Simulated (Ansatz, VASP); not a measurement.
## Two plane-wave programs on Al

The input INCAR:

```
SYSTEM = Al
PREC = Accurate
ENCUT = 520
EDIFF = 1E-6
ISMEAR = 0
SIGMA = 0.15
LREAL = .FALSE.
LASPH = .TRUE.
NELM = 80
ALGO = Fast
ISIF = 2
LWAVE = .FALSE.
LCHARG = .FALSE.
GGA = PS
NBANDS = 10
```

KPOINTS

```
Automatic mesh
0
G
  24 24 14
  0 0 0
```

POSCAR

```
Al
1.0
    2.8500701807      0.0000000000      0.0000000000
   -1.4250350903      2.4682331791      0.0000000000
    0.0000000000      0.0000000000      4.8691820937
Al
2
Direct
    0.6666666667      0.3333333333      0.7500000000
    0.3333333333      0.6666666667      0.2500000000
```

Input for Ansatz:

```yaml
crystal:
  lattice:
    - [2.8500701807, 0.0, 0.0]
    - [-1.4250350903, 2.4682331791, 0.0]
    - [0.0, 0.0, 4.8691820937]
  atoms:
    - { symbol: Al, position: [0.6666666667, 0.3333333333, 0.75] }
    - { symbol: Al, position: [0.3333333333, 0.6666666667, 0.25] }
basis:
  ecutwfc: 420
kpoints:
  mp_grid: { grid: [24, 24, 14] }
hamiltonian:
  xc: pbesol
scf:
  occupations: { method: gaussian, width: 0.15 }
output:
  forces: true
  stress: true
  eigenvalues: true
```

Change from the starting cell: strain +0.000 along x and y, +0.050 along z, atoms carried along.

Alike in both runs: task single point; functional PBEsol; k mesh 24 × 24 × 14; occupations gaussian, width 0.15 eV; no spin polarisation.

|  | VASP | Ansatz |
| --- | --- | --- |
| version | VASP 6.6.1 | Ansatz 0.2.0 |
| potentials or method | VASP PAW PBE potentials, release 64 (Al), cutoff 520 eV | scalar-relativistic, plane waves, PAW |
| valence electrons in the cell | 6 | 6 |

Ansatz gave:

| Quantity | Value |
| --- | --- |
| gap on the k mesh at the Fermi level (eV) | none |
| pressure (GPa) | -3.3 |
| traceless stress, the component that is largest in VASP (GPa) | -1.20 |

Problem. What did VASP give for the same quantities?

Solution. gap on the k mesh at the Fermi level (eV): none; pressure (GPa): -3.3; traceless stress, the component that is largest in VASP (GPa): -1.21.

VASP's potentials were made for PBE, not for PBEsol. A gap of «none» marks a metal or a gap that the smearing closes. The functional is the same, so the differences come from potentials, cutoffs and numerics.
